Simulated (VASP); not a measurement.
# W (Fm-3m) in VASP: settings compared

The runs below take W through single point, with LDA, PBE.

Program: VASP 6.6.1. These are calculated values, not measurements. Logs are shortened: lines on timing, memory, paths and dates and some standing lists are left out, and cuts for length are marked.

## (1) The cell of the first run

It takes space group Fm-3m (No. 225, cubic). The conventional cell has a = 4.060 Å, b = 4.060 Å, c = 4.060 Å, α = 90.00°, β = 90.00°, γ = 90.00°. Within 3.8 Å of W (site symmetry m-3m) lie 12 W at 2.87 Å.

## (2) Single point, LDA

File INCAR:

```
PREC = Accurate ; ENCUT = 520
EDIFF = 1E-7 ; ISMEAR = -1
SIGMA = 0.05 ; LREAL = F
LASPH = T ; NELM = 60
ALGO = Fast ; ISIF = 2
LWAVE = F ; LCHARG = F
GGA = CA ; NBANDS = 13
```

File KPOINTS:

```
regular mesh
0
Gamma
  11 11 11
```

File POSCAR:

```
W
1.0
    0.0000000000      2.0300000000      2.0300000000
    2.0300000000      0.0000000000      2.0300000000
    2.0300000000      2.0300000000      0.0000000000
W
1
Direct
    0.0000000000      0.0000000000      0.0000000000
```

Potentials or basis: VASP PAW LDA potentials, release 64 (W_sv).

The run is started by

```bash
> cat potpaw_LDA.64/W_sv/POTCAR > POTCAR
> mpirun -np 1 vasp_std > vasp.out
```

OUTCAR:

```text
PREC = Accurate
   ENCUT = 520
   EDIFF = 1E-7
   ISMEAR = -1
   LREAL = F
   LASPH = T
   NELM = 60
   ISIF = 2
   GGA = CA

 ion  position               nearest neighbor table
   1  0.000  0.000  0.000-

  LATTYP: Found a face centered cubic cell.
 ALAT       =     4.0600000000

  Lattice vectors:

 A1 = (   0.0000000000,   2.0300000000,   2.0300000000)
 A2 = (   2.0300000000,   0.0000000000,   2.0300000000)
 A3 = (   2.0300000000,   2.0300000000,   0.0000000000)

Analysis of symmetry for initial positions (statically):
=====================================================================
 Subroutine PRICEL returns:
 Original cell was already a primitive cell.

 Routine SETGRP: Setting up the symmetry group for a
 face centered cubic supercell.

 Subroutine GETGRP returns: Found 48 space group operations
 (whereof 48 operations were pure point group operations)
 out of a pool of 48 trial point group operations.

The static configuration has the point symmetry O_h .

Analysis of symmetry for dynamics (positions and initial velocities):
=====================================================================
 Subroutine PRICEL returns:
 Original cell was already a primitive cell.

 Routine SETGRP: Setting up the symmetry group for a
 face centered cubic supercell.

 Subroutine GETGRP returns: Found 48 space group operations
 (whereof 48 operations were pure point group operations)
 out of a pool of 48 trial point group operations.

The dynamic configuration has the point symmetry O_h .

 Subroutine INISYM returns: Found 48 space group operations
 (whereof 48 operations are pure point group operations),
 and found     1 'primitive' translations

----------------------------------------------------------------------------------------

                                     Primitive cell

  volume of cell :      16.7309

  direct lattice vectors                    reciprocal lattice vectors
     0.000000000  2.030000000  2.030000000    -0.246305419  0.246305419  0.246305419
     2.030000000  0.000000000  2.030000000     0.246305419 -0.246305419  0.246305419
     2.030000000  2.030000000  0.000000000     0.246305419  0.246305419 -0.246305419

  length of vectors
     2.870853532  2.870853532  2.870853532     0.426613499  0.426613499  0.426613499

  position of ions in fractional coordinates (direct lattice)
     0.000000000  0.000000000  0.000000000

  ion indices of the primitive-cell ions
   primitive index   ion index
[... 75 lines left out ...]
   EDIFFG = 0.1E-05   stopping-criterion for IOM
   NSW    =      0    number of steps for IOM
   IBRION =     -1    ionic relax: 0-MD 1-quasi-New 2-CG
   NFREE  =      0    steps in history (QN), initial steepest desc. (CG)
   ISIF   =      2    stress and relaxation
   ISYM   =      2    0-nonsym 1-usesym 2-fastsym
   POTIM  = 0.5000    time-step for ionic-motion
   TEBEG  =    0.0;   TEEND  =   0.0 temperature during run
   PSTRESS=    0.0 pullay stress
   NELECT =      14.0000    total number of electrons
   NUPDOWN=      -1.0000    fix difference up-down
   EMIN   =  10.00;   EMAX   =-10.00  energy-range for DOS
   EFERMI =   0.00;   METHOD = LEGACY
   ISMEAR =    -1;   SIGMA  =   0.05  broadening in eV -4-tet -1-fermi 0-gaus
   EFERMI_NEDOS =   21; number of points for ismear=-14 and -15
   IALGO  =     68    algorithm
   IMIX   =      4    mixing-type and parameters
     AMIX     =   0.40;   BMIX     =  1.00
     AMIX_MAG =   1.60;   BMIX_MAG =  1.00
  volume/ion in A,a.u.               =      16.73       112.91
  Fermi-wavevector in a.u.,A,eV,Ry     =   1.542688  2.915258 32.380324  2.379887
  Thomas-Fermi vector in A             =   2.648457
   LORBIT       =      0    0 simple, 1 ext, 2 COOP (PROOUT), +10 PAW based schemes
   GGA     = CA    functional components
   LHFCALC =     F    Hartree Fock is set to
   AEXX    =    0.0000 exact exchange contribution
   IVDW    =     0    specifies the selected vdW correction
   LEPSILON=     F    determine dielectric tensor
   LRPA    =     F    only Hartree local field effects (RPA)
 non-spin polarized calculation
 RMM-DIIS sequential band-by-band and
  energy-cutoff  :      520.00
  volume of cell :       16.73
 maximum number of plane-waves:       463
 NGX is ok and might be reduce to    24
   NGX = 11   NGY = 11   NGZ = 11

 number of electron      14.0000002 magnetization

 Free energy of the ion-electron system (eV)
  ---------------------------------------------------
  ext. energy  EPLUGINS =         0.00000000
  ---------------------------------------------------
  free energy    TOTEN  =       -13.57309254 eV

  energy without entropy =      -13.56440804  energy(sigma->0) =      -13.56875029

 E-fermi :  10.0630     XC(G=0): -13.5200

 val. band max:       10.0138854164   @ k =  -0.2727   0.0909   0.0000
 cond. band min:      10.0847781224   @ k =   0.1818   0.0909   0.0000
 fundamental gap:      0.0708927060
 Fermi energy:        10.0629837811

 k-point     1 :       0.0000    0.0000    0.0000
  band No.  band energies     occupation
      1     -63.1849      2.00000
      2     -27.0850      2.00000
      3     -27.0850      2.00000
      4     -27.0850      2.00000
      5       1.2860      2.00000
      6       9.5220      1.99996
      7       9.5220      1.99996
      8       9.5220      1.99996
      9      12.5222      0.00000
     10      12.5222      0.00000
     11      22.9431      0.00000
     12      27.9953      0.00000
     13      27.9953      0.00000
[... 354 lines left out ...]
  band No.  band energies     occupation
      1     -63.1183      2.00000
      2     -27.6976      2.00000
      3     -27.3431      2.00000
      4     -27.1593      2.00000
      5       4.4019      2.00000
      6       8.0539      2.00000
      7       9.4449      1.99999
      8      10.9721      0.00000
      9      11.0592      0.00000
     10      14.4446      0.00000
     11      24.2768      0.00000
     12      27.8312      0.00000
     13      28.5703      0.00000

 [... further k-points ...]
[... 5 lines left out ...]
  --------------------------------------------------------------------------------------
  -------------------------------------------------------------------------------------
  Total       -1.6935386     -1.6935386     -1.6935386      0.0000000      0.0000000     -0.0000000
  in kB     -162.1763685   -162.1763685   -162.1763685      0.0000000      0.0000000     -0.0000000
  external PRESSURE =    -162.1763685 kB  Pullay stress =       0.0000000 kB

 VOLUME and BASIS-vectors are now :
 -----------------------------------------------------------------------------
  energy-cutoff  :      520.00
  volume of cell :       16.73
      direct lattice vectors                 reciprocal lattice vectors
     0.000000000  2.030000000  2.030000000    -0.246305419  0.246305419  0.246305419
     2.030000000  0.000000000  2.030000000     0.246305419 -0.246305419  0.246305419
     2.030000000  2.030000000  0.000000000     0.246305419  0.246305419 -0.246305419

 POSITION                                       TOTAL-FORCE (eV/Angst)
 -----------------------------------------------------------------------------------
      0.00000      0.00000      0.00000         0.000000      0.000000      0.000000
 -----------------------------------------------------------------------------------
    total drift:                               -0.000000      0.000000      0.000000

  FREE ENERGIE OF THE ION-ELECTRON SYSTEM (eV)
  ---------------------------------------------------
  free  energy   TOTEN  =       -13.5730925400 eV

  energy  without entropy=      -13.5644080399  energy(sigma->0) =      -13.56875029
```

OSZICAR:

```text
N       E                     dE             d eps       ncg     rms          rms(c)
DAV:   1     0.824598539067E+02    0.82460E+02   -0.75957E+03  1461   0.122E+03
DAV:   2    -0.127384174108E+02   -0.95198E+02   -0.91614E+02  1606   0.312E+02
DAV:   3    -0.142619655121E+02   -0.15235E+01   -0.15174E+01  1611   0.390E+01
DAV:   4    -0.142687848333E+02   -0.68193E-02   -0.68190E-02  1626   0.285E+00
DAV:   5    -0.142688526498E+02   -0.67817E-04   -0.67816E-04  1636   0.264E-01    0.185E+01
RMM:   6    -0.137087085568E+02    0.56014E+00   -0.45531E-01  1573   0.596E+00    0.724E+00
RMM:   7    -0.135779284532E+02    0.13078E+00   -0.26560E-01  1590   0.451E+00    0.706E-01
RMM:   8    -0.135731012759E+02    0.48272E-02   -0.10085E-02  1784   0.108E+00    0.122E-01
RMM:   9    -0.135730716500E+02    0.29626E-04   -0.16798E-03  1765   0.477E-01    0.791E-02
RMM:  10    -0.135730903575E+02   -0.18707E-04   -0.21194E-04  1858   0.184E-01    0.137E-02
RMM:  11    -0.135730911144E+02   -0.75692E-06   -0.66568E-05  1788   0.100E-01    0.559E-03
RMM:  12    -0.135730921286E+02   -0.10142E-05   -0.16822E-05  1849   0.512E-02    0.604E-03
RMM:  13    -0.135730924631E+02   -0.33448E-06   -0.37842E-06  1697   0.226E-02    0.502E-04
RMM:  14    -0.135730925400E+02   -0.76948E-07   -0.85787E-07  1369   0.103E-02
   1 F= -.13573093E+02 E0= -.13568750E+02  d E =-.868450E-02
```

stdout:

```text
POSCAR found type information on POSCAR W
 POSCAR found :  1 types and       1 ions
 scaLAPACK will be used
 LDA part: xc-table for (Slater(with rela. corr.)+CA(PZ))
 , standard interpolation
 POSCAR, INCAR and KPOINTS ok, starting setup
 FFT: planning ... GRIDC
 FFT: planning ... GRID_SOFT
 FFT: planning ... GRID
 WAVECAR not read
 entering main loop
```

Run time: 12 s. Hardware: 1 thread of Intel Xeon Platinum 8488C (Sapphire Rapids), shared host; peak memory 0.13 GiB.

Results:

* Free energy: -13.5731 eV
* Pressure: -16.2 GPa
* Band gap on the k mesh: zero (band 7 reaches 12.78 eV, above the bottom of band 8 at 9.52 eV)

Levels at points of the mesh, in eV from the Fermi level:
```csv
k point,band 5,band 6,band 7,band 8,band 9,band 10
"(0.00, 0.00, 0.00)",-8.78,-0.54,-0.54,-0.54,2.46,2.46
```

Caveat: spin-orbit coupling is left out, which moves the levels of the heavy elements.

## (3) Single point, PBE (volume scaled by 0.96)

File INCAR:

```
  ALGO = Fast
  EDIFF = 1E-6
  ENCUT = 520
  GGA = PE
  ISIF = 2
  ISMEAR = -1
  LASPH = T
  LCHARG = F
  LREAL = F
  LWAVE = F
  NBANDS = 13
  NELM = 60
  PREC = Accurate
  SIGMA = 0.05
```

File KPOINTS:

```
k-points
0
Gamma
  11 11 11
```

File POSCAR:

```
W
1.0
    0.0000000000      2.0025642044      2.0025642044
    2.0025642044      0.0000000000      2.0025642044
    2.0025642044      2.0025642044      0.0000000000
W
1
Direct
    0.0000000000      0.0000000000      0.0000000000
```

Potentials or basis: VASP PAW PBE potentials, release 64 (W_sv).

The run is started by

```bash
> cat potpaw_PBE.64/W_sv/POTCAR > POTCAR
> mpirun -np 1 vasp_std > vasp.out
```

Wall time 10 s (1 thread of Intel Xeon Platinum 8488C (Sapphire Rapids), shared host); peak memory 0.14 GiB.

It converged, with:

```
Free energy            : -12.4752 eV
Pressure               : 7.8 GPa
Band gap on the k mesh : zero (band 7 reaches 13.56 eV, above the bottom of band 8 at 10.20 eV)
```

Levels at points of the mesh, in eV from the Fermi level:
```tsv
k point	band 5	band 6	band 7	band 8	band 9	band 10
(0.00, 0.00, 0.00)	-9.09	-0.57	-0.57	-0.57	2.65	2.65
```

Caveat: spin-orbit coupling is left out, which moves the levels of the heavy elements.

## (4) Single point, LDA (volume scaled by 1.04)

File INCAR:

```
SYSTEM = W
ALGO = Normal
EDIFF = 1E-6
ENCUT = 520
ISIF = 2
ISMEAR = -1
LASPH = .TRUE.
LCHARG = .FALSE.
LREAL = .FALSE.
LWAVE = .FALSE.
NBANDS = 13
NELM = 80
PREC = Accurate
SIGMA = 0.05
```

File KPOINTS:

```
k-points
0
G
  11 11 11
  0 0 0
```

File POSCAR:

```
W
1.0
    0.0000000000      2.0567135898      2.0567135898
    2.0567135898      0.0000000000      2.0567135898
    2.0567135898      2.0567135898      0.0000000000
W
1
Direct
    0.0000000000      0.0000000000      0.0000000000
```

Potentials or basis: VASP PAW LDA potentials, release 64 (W_sv).

The run is started by

```bash
> cat potpaw_LDA.64/W_sv/POTCAR > POTCAR
> mpirun -np 1 vasp_std > vasp.out
```

OUTCAR:

```text
SYSTEM = W
   EDIFF = 1E-6
   ENCUT = 520
   ISIF = 2
   ISMEAR = -1
   LASPH = .TRUE.
   LREAL = .FALSE.
   NELM = 80
   PREC = Accurate

 ion  position               nearest neighbor table
   1  0.000  0.000  0.000-

  LATTYP: Found a face centered cubic cell.
 ALAT       =     4.1134271796

  Lattice vectors:

 A1 = (   0.0000000000,   2.0567135898,   2.0567135898)
 A2 = (   2.0567135898,   0.0000000000,   2.0567135898)
 A3 = (   2.0567135898,   2.0567135898,   0.0000000000)

Analysis of symmetry for initial positions (statically):
[... 553 lines left out ...]
      6       7.6368      2.00000
      7       8.9730      1.99998
      8      10.4249      0.00000
      9      10.5040      0.00000
     10      13.6868      0.00000
     11      23.4013      0.00000
     12      26.8970      0.00000
     13      27.5839      0.00000

 [... further k-points ...]
[... 5 lines left out ...]
  --------------------------------------------------------------------------------------
  -------------------------------------------------------------------------------------
  Total       -2.7396649     -2.7396649     -2.7396649      0.0000000     -0.0000000      0.0000000
  in kB     -252.2647600   -252.2647600   -252.2647600      0.0000000     -0.0000000      0.0000000
  external PRESSURE =    -252.2647600 kB  Pullay stress =       0.0000000 kB

 VOLUME and BASIS-vectors are now :
 -----------------------------------------------------------------------------
  energy-cutoff  :      520.00
  volume of cell :       17.40
      direct lattice vectors                 reciprocal lattice vectors
     0.000000000  2.056713590  2.056713590    -0.243106285  0.243106285  0.243106285
     2.056713590  0.000000000  2.056713590     0.243106285 -0.243106285  0.243106285
     2.056713590  2.056713590  0.000000000     0.243106285  0.243106285 -0.243106285

 POSITION                                       TOTAL-FORCE (eV/Angst)
 -----------------------------------------------------------------------------------
      0.00000      0.00000      0.00000         0.000000      0.000000     -0.000000
 -----------------------------------------------------------------------------------
    total drift:                                0.000000      0.000000     -0.000000

  FREE ENERGIE OF THE ION-ELECTRON SYSTEM (eV)
  ---------------------------------------------------
  free  energy   TOTEN  =       -13.4861813438 eV

  energy  without entropy=      -13.4769910652  energy(sigma->0) =      -13.48158620
```

Run time: 8.8 s. Hardware: 1 thread of Intel Xeon Platinum 8488C (Sapphire Rapids), shared host; peak memory 0.13 GiB.

What came out:

```
Free energy            : -13.4862 eV
Pressure               : -25.2 GPa
Band gap on the k mesh : zero (band 7 reaches 12.06 eV, above the bottom of band 8 at 9.04 eV)
```

Caveat: spin-orbit coupling is left out, which moves the levels of the heavy elements.

## (5) Overview

```tsv
level	potentials or basis	cell	gap on the mesh (eV)	pressure (GPa)
LDA	VASP PAW LDA potentials, release 64 (W_sv)	a = 2.871 Å, angles 60.0°, 1 atom	none	-16.2
PBE	VASP PAW PBE potentials, release 64 (W_sv)	a = 2.832 Å, angles 60.0°, 1 atom	none	7.8
LDA	VASP PAW LDA potentials, release 64 (W_sv)	a = 2.909 Å, angles 60.0°, 1 atom	none	-25.2
```

Alike in all rows: task single point; no spin polarisation; k mesh 11 × 11 × 11; cutoff (eV) 520; smearing fermi-dirac 0.05 eV.

Caveats: spin-orbit coupling is left out, which moves the levels of the heavy elements.

Absolute energies hang on the potentials; compare differences alone.
